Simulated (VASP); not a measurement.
A run of VASP 6.6.1 is set up as follows.

The input INCAR:

```
SYSTEM = Cd
ALGO = Normal
EDIFF = 1E-6
ENCUT = 630
GGA = CA
GGA_COMPAT = .FALSE.
ISIF = 2
ISMEAR = 0
LASPH = .TRUE.
LCHARG = .FALSE.
LREAL = .FALSE.
LWAVE = .FALSE.
NBANDS = 27
NELM = 120
PREC = Accurate
SIGMA = 0.03
```

File KPOINTS:

```
k-points
0
G
  13 13 6
  0 0 0
```

The input POSCAR:

```
Cd
1.0
    2.8818641727      0.0000000000      0.0000000000
   -1.4409320863      2.4957675838      0.0000000000
    0.0000000000      0.0000000000      5.6383707528
Cd
2
Direct
    0.3333333333      0.6666666667      0.2500000000
    0.6666666667      0.3333333333      0.7500000000
```

Potentials or basis: VASP PAW LDA potentials, release 64 (Cd_sv_GW).

Run with:

```sh
$ cat potpaw_LDA.64/Cd_sv_GW/POTCAR > POTCAR
$ mpirun -np 1 vasp_std > vasp.out
```

Problem. Estimate the pressure.

Solution. 0.0 GPa.

Problem. Predict the band gap on the k mesh.

Solution. Zero (bands 20 and 21 overlap by 4.68 eV).

Stress tensor (GPa, compression positive):
```
 1.12  0.00  0.00
 0.00  1.12  0.00
 0.00  0.00 -2.26
```
